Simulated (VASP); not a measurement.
Set up this calculation in VASP 6.6.1, as the native input.

| Item | Value |
| --- | --- |
| Task | single point |
| Functional | r2SCAN |
| Potentials or basis | VASP PAW PBE potentials, release 64 (Na_pv, F) |
| Cutoff | 520 eV |
| k mesh | 10 × 10 × 10 |
| Occupations | gaussian, width 0.01 eV |
| Spin | no spin polarisation |
| Dipole correction | no |
| Further INCAR settings | ALGO = Normal; EDIFF = 1e-06; NBANDS = 14 |

NaF (Villiaumite):

```
CELL_PARAMETERS angstrom
0.00000 2.29724 2.29724
2.32067 0.00000 2.29724
2.32067 2.29724 0.00000
ATOMIC_POSITIONS crystal
Na 0.00000 0.00000 0.00000
F 0.50000 0.50000 0.50000
```

This cell differs from its parent crystal: uniaxial x strain +1.0%.

These files were run (other wordings do the same):

POSCAR

```
NaF
1.0
    0.0000000000      2.2972417931      2.2972417931
    2.3206736594      0.0000000000      2.2972417931
    2.3206736594      2.2972417931      0.0000000000
Na F
1 1
Direct
    0.0000000000      0.0000000000      0.0000000000
    0.5000000000      0.5000000000      0.5000000000
```

INCAR.step1

```
SYSTEM = NaF
PREC = Accurate
ENCUT = 520
ISMEAR = 0
SIGMA = 0.01
LREAL = .False.
LASPH = .True.
NELM = 100
NBANDS = 14
GGA = PE
ALGO = Normal
EDIFF = 1E-4
LWAVE = .True.
LCHARG = .False.
```

INCAR.step2

```
SYSTEM = NaF
PREC = Accurate
ENCUT = 520
EDIFF = 1E-6
ISMEAR = 0
SIGMA = 0.01
LREAL = .False.
LASPH = .True.
NELM = 100
ALGO = Normal
ISIF = 2
LWAVE = .False.
LCHARG = .False.
METAGGA = R2SCAN
LMIXTAU = .True.
NBANDS = 14
ISTART = 1
```

KPOINTS

```
Automatic mesh
0
Gamma
  10 10 10
  0 0 0
```

Potentials or basis: VASP PAW PBE potentials, release 64 (Na_pv, F).

Command:

```bash
$ cat potpaw_PBE.64/Na_pv/POTCAR potpaw_PBE.64/F/POTCAR > POTCAR
$ cp INCAR.step1 INCAR
$ mpirun -np 1 vasp_std > vasp.out
$ cp INCAR.step2 INCAR
$ mpirun -np 1 vasp_std > vasp.out
```

Results of the run:

```
Pressure               : -1.3 GPa
Band gap on the k mesh : 7.26 eV, direct
```

Caveat: the cell differs from its parent crystal (uniaxial x strain +1.0%); the PAW data sets were made with another functional, which shifts forces and pressure a little.

Run time: 2.9 min on 1 thread of Oxide Virtual Turin-like Processor (shared host), peak memory 0.12 GiB.
